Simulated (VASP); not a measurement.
# Cs2Mg (Fm-3m) in VASP: notebook

Cs2Mg is run at these levels: PBE; tasks: single point, relaxation of cell and atoms.

All numbers are computed with VASP 6.6.1; they aren't measurements. Logs are shortened: lines on timing, memory, paths and dates and some standing lists are left out, and cuts for length are marked.

## 1. The cell of the first run

It takes space group Fm-3m (No. 225, cubic). The conventional cell has a = 7.542 Å, b = 7.542 Å, c = 7.542 Å, α = 90.00°, β = 90.00°, γ = 90.00°. Within 4.3 Å of Cs (site symmetry -43m) lie 4 Mg at 3.27 Å and 6 Cs at 3.77 Å. Mg (site symmetry m-3m) has 8 Cs at 3.27 Å within 4.3 Å.

## 2. Single point, PBE

File INCAR:

```
SYSTEM = Cs2Mg
  ALGO = Fast
  EDIFF = 1E-6
  ENCUT = 520
  GGA = PE
  ISIF = 2
  ISMEAR = 0
  LASPH = .TRUE.
  LCHARG = .FALSE.
  LREAL = .FALSE.
  LWAVE = .FALSE.
  NBANDS = 17
  NELM = 80
  PREC = Accurate
  SIGMA = 0.1
```

File KPOINTS:

```
k-points
0
G
  4 4 4
  0 0 0
```

File POSCAR:

```
Cs2Mg
1.0
    0.0000000000      3.7710992717      3.7710992717
    3.7710992717      0.0000000000      3.7710992717
    3.7710992717      3.7710992717      0.0000000000
Cs Mg
2 1
Direct
    0.2500000000      0.2500000000      0.2500000000
    0.7500000000      0.7500000000      0.7500000000
    0.0000000000      0.0000000000      0.0000000000
```

Potentials or basis: VASP PAW PBE potentials, release 64 (Cs_sv, Mg).

Started as:

```console
$ cat potpaw_PBE.64/Cs_sv/POTCAR potpaw_PBE.64/Mg/POTCAR > POTCAR
$ mpirun -np 1 vasp_std > vasp.out
```

OUTCAR:

```text
SYSTEM = Cs2Mg
   EDIFF = 1E-6
   ENCUT = 520
   GGA = PE
   ISIF = 2
   ISMEAR = 0
   LASPH = .TRUE.
   LREAL = .FALSE.
   NELM = 80
   PREC = Accurate

 ion  position               nearest neighbor table
   1  0.250  0.250  0.250-   3 3.27   3 3.27   3 3.27   3 3.27
   2  0.750  0.750  0.750-   3 3.27   3 3.27   3 3.27   3 3.27
   3  0.000  0.000  0.000-   1 3.27   2 3.27   2 3.27   2 3.27   2 3.27   1 3.27   1 3.27   1 3.27

  LATTYP: Found a face centered cubic cell.
 ALAT       =     7.5421985434

  Lattice vectors:

 A1 = (   0.0000000000,   3.7710992717,   3.7710992717)
 A2 = (   3.7710992717,   0.0000000000,   3.7710992717)
 A3 = (   3.7710992717,   3.7710992717,   0.0000000000)

Analysis of symmetry for initial positions (statically):
=====================================================================
 Subroutine PRICEL returns:
 Original cell was already a primitive cell.

 Routine SETGRP: Setting up the symmetry group for a
 face centered cubic supercell.

 Subroutine GETGRP returns: Found 48 space group operations
 (whereof 48 operations were pure point group operations)
 out of a pool of 48 trial point group operations.

The static configuration has the point symmetry O_h .

Analysis of symmetry for dynamics (positions and initial velocities):
=====================================================================
 Subroutine PRICEL returns:
 Original cell was already a primitive cell.

 Routine SETGRP: Setting up the symmetry group for a
 face centered cubic supercell.

 Subroutine GETGRP returns: Found 48 space group operations
 (whereof 48 operations were pure point group operations)
 out of a pool of 48 trial point group operations.

The dynamic configuration has the point symmetry O_h .

 Subroutine INISYM returns: Found 48 space group operations
 (whereof 48 operations are pure point group operations),
 and found     1 'primitive' translations

----------------------------------------------------------------------------------------

                                     Primitive cell

  volume of cell :     107.2590

  direct lattice vectors                    reciprocal lattice vectors
     0.000000000  3.771099272  3.771099272    -0.132587334  0.132587334  0.132587334
[... 69 lines left out ...]
   ENCUT  =  520.0 eV  38.22 Ry    6.18 a.u.   9.92  9.92  9.92*2*pi/ulx,y,z
   NELM   =     80;   NELMIN=  2; NELMDL= -5     # of ELM steps
   EDIFF  = 0.1E-05   stopping-criterion for ELM
   LREAL  =      F    real-space projection
   EDIFFG = 0.1E-04   stopping-criterion for IOM
   NSW    =      0    number of steps for IOM
   IBRION =     -1    ionic relax: 0-MD 1-quasi-New 2-CG
   NFREE  =      0    steps in history (QN), initial steepest desc. (CG)
   ISIF   =      2    stress and relaxation
   ISYM   =      2    0-nonsym 1-usesym 2-fastsym
   POTIM  = 0.5000    time-step for ionic-motion
   TEBEG  =    0.0;   TEEND  =   0.0 temperature during run
   PSTRESS=    0.0 pullay stress
   NELECT =      20.0000    total number of electrons
   NUPDOWN=      -1.0000    fix difference up-down
   EMIN   =  10.00;   EMAX   =-10.00  energy-range for DOS
   EFERMI =   0.00;   METHOD = LEGACY
   ISMEAR =     0;   SIGMA  =   0.10  broadening in eV -4-tet -1-fermi 0-gaus
   EFERMI_NEDOS =   21; number of points for ismear=-14 and -15
   IALGO  =     68    algorithm
   IMIX   =      4    mixing-type and parameters
     AMIX     =   0.40;   BMIX     =  1.00
     AMIX_MAG =   1.60;   BMIX_MAG =  1.00
  volume/ion in A,a.u.               =      35.75       241.27
  Fermi-wavevector in a.u.,A,eV,Ry     =   0.935277  1.767417 11.901599  0.874743
  Thomas-Fermi vector in A             =   2.062168
   LORBIT       =      0    0 simple, 1 ext, 2 COOP (PROOUT), +10 PAW based schemes
   GGA     = PE    functional components
   LHFCALC =     F    Hartree Fock is set to
   AEXX    =    0.0000 exact exchange contribution
   IVDW    =     0    specifies the selected vdW correction
   LEPSILON=     F    determine dielectric tensor
   LRPA    =     F    only Hartree local field effects (RPA)
 non-spin polarized calculation
 RMM-DIIS sequential band-by-band and
 Gauss-broadening in eV      SIGMA  =   0.10
  energy-cutoff  :      520.00
  volume of cell :      107.26
 maximum number of plane-waves:      2894
   NGX = 19   NGY = 19   NGZ = 19

 number of electron      20.0000004 magnetization

 Free energy of the ion-electron system (eV)
  ---------------------------------------------------
  ext. energy  EPLUGINS =         0.00000000
  ---------------------------------------------------
  free energy    TOTEN  =        -0.05124209 eV

  energy without entropy =       -0.03329020  energy(sigma->0) =       -0.04226614

 E-fermi :   3.6865     XC(G=0):  -8.6402

 val. band max:        3.6773330916   @ k =   0.2500   0.0000   0.0000
 cond. band min:       3.8658414623   @ k =  -0.2500   0.5000   0.2500
 fundamental gap:      0.1885083707
 Fermi energy:         3.6865259616

 k-point     1 :       0.0000    0.0000    0.0000
  band No.  band energies     occupation
      1     -19.7892      2.00000
      2     -19.2391      2.00000
      3      -7.0005      2.00000
      4      -7.0005      2.00000
      5      -7.0005      2.00000
      6      -5.8858      2.00000
[... 137 lines left out ...]
      4      -7.4653      2.00000
      5      -6.5792      2.00000
      6      -6.5792      2.00000
[... 9 lines left out ...]
     16       7.5799      0.00000
     17       7.7395      0.00000

------------------------ aborting loop because EDIFF is reached ----------------------------------------

  FORCE on cell =-STRESS in cart. coord.  units (eV):
  Direction    XX          YY          ZZ          XY          YZ          ZX
  --------------------------------------------------------------------------------------
  -------------------------------------------------------------------------------------
  Total        7.4576759      7.4576759      7.4576759     -0.0000000      0.0000000     -0.0000000
  in kB      111.3987194    111.3987194    111.3987194     -0.0000000      0.0000000     -0.0000000
  external PRESSURE =     111.3987194 kB  Pullay stress =       0.0000000 kB

 VOLUME and BASIS-vectors are now :
 -----------------------------------------------------------------------------
  energy-cutoff  :      520.00
  volume of cell :      107.26
      direct lattice vectors                 reciprocal lattice vectors
     0.000000000  3.771099272  3.771099272    -0.132587334  0.132587334  0.132587334
     3.771099272  0.000000000  3.771099272     0.132587334 -0.132587334  0.132587334
     3.771099272  3.771099272  0.000000000     0.132587334  0.132587334 -0.132587334

 POSITION                                       TOTAL-FORCE (eV/Angst)
 -----------------------------------------------------------------------------------
      1.88555      1.88555      1.88555         0.000000      0.000000      0.000000
      5.65665      5.65665      5.65665        -0.000000     -0.000000     -0.000000
      0.00000      0.00000      0.00000        -0.000000      0.000000     -0.000000
 -----------------------------------------------------------------------------------
    total drift:                                0.000000     -0.000000      0.000000

  FREE ENERGIE OF THE ION-ELECTRON SYSTEM (eV)
  ---------------------------------------------------
  free  energy   TOTEN  =        -0.0512420873 eV

  energy  without entropy=       -0.0332902002  energy(sigma->0) =       -0.04226614
```

OSZICAR:

```text
N       E                     dE             d eps       ncg     rms          rms(c)
DAV:   1     0.123306664406E+03    0.12331E+03   -0.78304E+03   272   0.945E+02
DAV:   2     0.107494132046E+02   -0.11256E+03   -0.10983E+03   363   0.168E+02
DAV:   3    -0.678669720962E-01   -0.10817E+02   -0.10757E+02   333   0.557E+01
DAV:   4    -0.185253684925E+00   -0.11739E+00   -0.11733E+00   374   0.668E+00
DAV:   5    -0.186059186102E+00   -0.80550E-03   -0.80546E-03   371   0.549E-01    0.124E+00
RMM:   6    -0.794475713160E-01    0.10661E+00   -0.11015E-01   279   0.135E+00    0.625E-01
RMM:   7    -0.511512770590E-01    0.28296E-01   -0.15924E-01   302   0.159E+00    0.203E-01
RMM:   8    -0.516341572982E-01   -0.48288E-03   -0.91436E-03   308   0.526E-01    0.797E-02
RMM:   9    -0.512257970986E-01    0.40836E-03   -0.24512E-03   324   0.222E-01    0.224E-02
RMM:  10    -0.512571480690E-01   -0.31351E-04   -0.47171E-04   349   0.984E-02    0.202E-02
RMM:  11    -0.512400929715E-01    0.17055E-04   -0.58994E-05   353   0.362E-02    0.588E-03
RMM:  12    -0.512421139215E-01   -0.20209E-05   -0.11276E-05   351   0.169E-02    0.352E-03
RMM:  13    -0.512420873322E-01    0.26589E-07   -0.37653E-06   306   0.974E-03
   1 F= -.51242087E-01 E0= -.42266144E-01  d E =-.179519E-01
```

stdout:

```text
POSCAR found type information on POSCAR CsMg
 POSCAR found :  2 types and       3 ions
 scaLAPACK will be used
 LDA part: xc-table for (Slater+PW92), standard interpolation
 POSCAR, INCAR and KPOINTS ok, starting setup
 FFT: planning ... GRIDC
 FFT: planning ... GRID_SOFT
 FFT: planning ... GRID
 WAVECAR not read
 entering main loop
```

Wall time 21 s (1 thread of Intel Xeon 6975P-C, shared host); peak memory 0.23 GiB.

What came out:

| Property | Result |
| --- | --- |
| Free energy | -0.0512 eV |
| Pressure | 11.1 GPa |
| Band gap on the k mesh | zero (band 10 reaches 3.98 eV, above the bottom of band 11 at 3.10 eV) |

Caveat: the k points lie up to 0.36 Å⁻¹ apart; spin-orbit coupling is left out, which moves the levels of the heavy elements.

## 3. Single point, PBE

This run uses another cell than the first one, of 78.27 Å³/atom, 2.189 times its volume.

File INCAR:

```
  PREC = Accurate
  ENCUT = 520
  EDIFF = 1E-7
  ISMEAR = 0
  SIGMA = 0.1
  LREAL = F
  LASPH = T
  NELM = 100
  ALGO = Fast
  ISIF = 2
  LWAVE = F
  LCHARG = F
  GGA = PE
  NBANDS = 17
```

File KPOINTS:

```
Automatic mesh
0
Gamma
  4 4 4
```

File POSCAR:

```
Cs2Mg
1.0
    0.0000000000      4.8965881279      4.8965881279
    4.8965881279      0.0000000000      4.8965881279
    4.8965881279      4.8965881279      0.0000000000
Cs Mg
2 1
Direct
    0.2500000000      0.2500000000      0.2500000000
    0.7500000000      0.7500000000      0.7500000000
    0.0000000000      0.0000000000      0.0000000000
```

Potentials or basis: VASP PAW PBE potentials, release 64 (Cs_sv, Mg).

Started as:

```console
$ cat potpaw_PBE.64/Cs_sv/POTCAR potpaw_PBE.64/Mg/POTCAR > POTCAR
$ mpirun -np 1 vasp_std > vasp.out
```

Wall time 58 s (1 thread of Intel Xeon 6975P-C, shared host); peak memory 0.39 GiB.

Results (log left out):

| Quantity | Value |
| --- | --- |
| Free energy | -2.5297 eV |
| Pressure | 0.0 GPa |
| Band gap on the k mesh | zero (band 10 reaches 0.91 eV, above the bottom of band 11 at 0.51 eV) |

Levels at points of the mesh, in eV from the Fermi level:
```tsv
k point	band 7	band 8	band 9	band 10	band 11	band 12	band 13	band 14
(0.00, 0.00, 0.00)	-10.12	-10.12	-2.92	0.38	0.38	0.38	1.38	1.60
(0.50, 0.00, 0.00)	-10.20	-10.20	-2.37	-0.40	0.75	0.75	1.98	2.02
(0.50, 0.50, 0.00)	-10.10	-10.08	-2.22	-0.55	0.74	0.96	0.96	1.43
```

Caveat: spin-orbit coupling is left out, which moves the levels of the heavy elements.

## 4. Relaxation of cell and atoms, PBE

File INCAR:

```
SYSTEM = Cs2Mg
  ALGO = Fast
  EDIFF = 1E-6
  EDIFFG = -0.04
  ENCUT = 600
  GGA = PE
  IBRION = 2
  ISIF = 3
  ISMEAR = 0
  LASPH = .True.
  LCHARG = .False.
  LREAL = .False.
  LWAVE = .False.
  NELM = 80
  NSW = 90
  PREC = Accurate
  SIGMA = 0.1
```

File KPOINTS:

```
k-points
0
Gamma
  4 4 4
  0 0 0
```

File POSCAR:

```
Cs2Mg
1.0
    0.0000000000      3.7710992717      3.7710992717
    3.7710992717      0.0000000000      3.7710992717
    3.7710992717      3.7710992717      0.0000000000
Cs Mg
2 1
Direct
    0.2500000000      0.2500000000      0.2500000000
    0.7500000000      0.7500000000      0.7500000000
    0.0000000000      0.0000000000      0.0000000000
```

Started as:

```console
$ cat potpaw_PBE.64/Cs_sv/POTCAR potpaw_PBE.64/Mg/POTCAR > POTCAR
$ mpirun -np 1 vasp_std > vasp.out
```

Wall time 2.8 min (1 thread of Intel Xeon 6975P-C, shared host); peak memory 0.33 GiB.

It converged, with:

```
Free energy                            : -2.5201 eV
Relaxed volume                         : 78.60 Å³/atom
Relaxed cell                           : a = 6.935 Å, b = 6.935 Å, c = 6.935 Å, α = 60.00°, β = 60.00°, γ = 60.00°
Space group after relaxing (to 0.05 Å) : Fm-3m (No. 225)
Energy gained by relaxing              : 822.9 meV/atom
Ionic steps                            : 6
Pressure after relaxing                : 0.0 GPa
Band gap on the k mesh                 : zero (band 10 reaches 0.90 eV, above the bottom of band 11 at 0.50 eV)
```

The path:
| step | energy change (eV) | largest force (eV/Å) | pressure (GPa) | volume (Å³) |
| --- | --- | --- | --- | --- |
| 1 | 0.0000 | 0.0000 | 11.15 | 107.26 |
| 2 | -1.7789 | 0.0000 | 3.59 | 150.69 |
| 3 | -2.3535 | 0.0000 | 1.03 | 194.47 |
| 4 | -2.3233 | 0.0000 | -0.56 | 305.93 |
| 5 | -2.4613 | 0.0000 | -0.18 | 250.10 |
| 6 | -2.4688 | 0.0000 | 0.01 | 235.80 |

Final structure:
```
Cs Mg
1.0
     0.00000    4.90349    4.90349
     4.90349    0.00000    4.90349
     4.90349    4.90349    0.00000
Cs Mg
2 1
Direct
  0.25000 0.25000 0.25000
  0.75000 0.75000 0.75000
  0.00000 0.00000 0.00000
```

Levels at points of the mesh, in eV from the Fermi level:
```csv
k point,band 8,band 9,band 10,band 11,band 12,band 13
"(0.00, 0.00, 0.00)",-10.12,-2.91,0.38,0.38,0.38,1.60
"(0.50, 0.00, 0.00)",-10.20,-2.37,-0.40,0.75,0.75,2.02
"(0.50, 0.50, 0.00)",-10.08,-2.22,-0.55,0.74,0.96,0.96
```

Caveat: the k points lie up to 0.28 Å⁻¹ apart in the final cell; the volume moved by over 15 % at a fixed basis, so the end points are rough; spin-orbit coupling is left out, which moves the levels of the heavy elements.

## 5. Overview

| task | cell | cutoff (eV) | gap on the mesh (eV) | pressure (GPa) |
| --- | --- | --- | --- | --- |
| single point | a = 5.333 Å, angles 60.0°, 3 atoms | 520 | none | 11.1 |
| single point | a = 6.925 Å, angles 60.0°, 3 atoms | 520 | none | 0.0 |
| relaxation of cell and atoms | relaxed from a = 5.333 Å, angles 60.0°, 3 atoms | 600 | none | 0.0 |

Alike in all rows: level PBE; potentials or basis VASP PAW PBE potentials, release 64 (Cs_sv, Mg); no spin polarisation; k mesh 4 × 4 × 4; smearing gaussian 0.1 eV.

Caveats: some runs use coarse meshes; spin-orbit coupling is left out, which moves the levels of the heavy elements; the volume moved by over 15 % at a fixed basis, so the end points are rough (some runs).

Absolute energies hang on the potentials; compare differences alone.
